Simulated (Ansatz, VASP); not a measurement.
Two plane-wave programs on ZrNbGe2

```
Zr Nb Ge
1.0
    -2.46647    2.46647    2.92842
     2.46647   -2.46647    2.92842
     2.46647    2.46647   -2.92842
Zr Nb Ge
1 1 2
Direct
  0.50000 0.50000 0.00000
  0.00000 0.00000 0.00000
  0.75000 0.25000 0.50000
  0.25000 0.75000 0.50000
```

Alike in both runs: task single point; functional PBE; k mesh 6 × 6 × 6; occupations gaussian, width 0.1 eV; collinear spin.

|  | VASP | Ansatz |
| --- | --- | --- |
| version | VASP 6.6.1 | Ansatz 0.2.0 |
| potentials or method | VASP PAW PBE potentials, release 64 (Zr_sv, Nb_sv, Ge_d), cutoff 520 eV | scalar-relativistic, plane waves, PAW |
| valence electrons in the cell | 53 | 53 |

VASP gave:

- gap on the k mesh at the Fermi level (eV): none
- pressure (GPa): 0.2
- traceless stress, the component that is largest in VASP (GPa): -0.39
- net moment per atom (μB): 0.00

Task: Which values does Ansatz return?

Result: gap on the k mesh at the Fermi level (eV): none; pressure (GPa): 0.1; traceless stress, the component that is largest in VASP (GPa): -0.40; net moment per atom (μB): 0.00.

A gap of «none» marks a metal or a gap that the smearing closes. With one functional, cell and mesh, what is left measures potentials, basis and numerics. Ansatz's warnings: seeded moment not kept.
